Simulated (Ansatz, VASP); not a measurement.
## P3O2 in VASP and in Ansatz

Contents of INCAR:

```
SYSTEM = P3O2
PREC     = Accurate       ! precision mode
ENCUT    = 600            ! plane-wave cutoff, eV
EDIFF    = 1E-6           ! SCF threshold, eV
ISMEAR   = 0              ! smearing method
SIGMA    = 0.1            ! smearing width, eV
LREAL    = .False.        ! projectors in reciprocal space
LASPH    = .True.         ! aspherical terms in the spheres
NELM     = 100            ! most SCF steps
ALGO     = Normal         ! electronic algorithm
ISIF     = 3              ! what is computed and relaxed
LWAVE    = .False.        ! write WAVECAR
LCHARG   = .False.        ! write CHGCAR
GGA      = PE             ! functional
IBRION   = 2              ! ionic algorithm
NSW      = 90             ! ionic steps
EDIFFG   = -0.04          ! ionic threshold
```

File KPOINTS:

```
regular mesh
0
Gamma
  6 6 6
  0 0 0
```

File POSCAR:

```
P3O2
1.0
    1.6157763220      0.9328688944      7.4899428639
   -1.6157763220      0.9328688944      7.4899428639
    0.0000000000     -1.8657377888      7.4899428639
P O
3 2
Direct
    0.0000000000      0.0000000000      0.0000000000
    0.2095000000      0.2095000000      0.2095000000
    0.7905000000      0.7905000000      0.7905000000
    0.4000000000      0.4000000000      0.4000000000
    0.6000000000      0.6000000000      0.6000000000
```

Input for Ansatz:

```yaml
crystal:
  lattice:
    - [1.615776322, 0.9328688944, 7.4899428639]
    - [-1.615776322, 0.9328688944, 7.4899428639]
    - [0.0, -1.8657377888, 7.4899428639]
  atoms:
    - { symbol: P, position: [0.0, 0.0, 0.0] }
    - { symbol: P, position: [0.2095, 0.2095, 0.2095] }
    - { symbol: P, position: [0.7905, 0.7905, 0.7905] }
    - { symbol: O, position: [0.4, 0.4, 0.4] }
    - { symbol: O, position: [0.6, 0.6, 0.6] }
basis:
  ecutwfc: 420
kpoints:
  mp_grid: { grid: [6, 6, 6] }
hamiltonian:
  xc: pbe
scf:
  occupations: { method: gaussian, width: 0.1 }
  lower_state_search: "off"
output:
  forces: true
  stress: true
  eigenvalues: true
relax:
  adjacent_minimum: "off"
  f_tol: 0.04
  max_steps: 70
  cell: { stress_tol: 0.4 }
```

Alike in both runs: task relaxation of cell and atoms; functional PBE; k mesh 6 × 6 × 6; occupations gaussian, width 0.1 eV; no spin polarisation.

|  | VASP | Ansatz |
| --- | --- | --- |
| version | VASP 6.6.1 | Ansatz 0.2.0 |
| potentials or method | VASP PAW PBE potentials, release 64 (P, O), cutoff 600 eV | scalar-relativistic, plane waves, PAW |
| valence electrons in the cell | 27 | 27 |

|  | VASP | Ansatz | Ansatz less VASP |
| --- | --- | --- | --- |
| gap on the k mesh at the Fermi level, each at its own relaxed structure (eV) | none | none | - |
| relaxed volume (Å³/atom) | 15.43 | 17.30 | +1.865 |
| relaxed length of the cell vector where the two differ most in proportion (Å) | 9.688 | 10.853 | +1.1648 |

A gap of «none» marks a metal or a gap that the smearing closes. One of these differences is far larger than is usual between the two programs; its cause wasn't traced.

The k mesh is coarse, so the values compare programs but aren't converged.
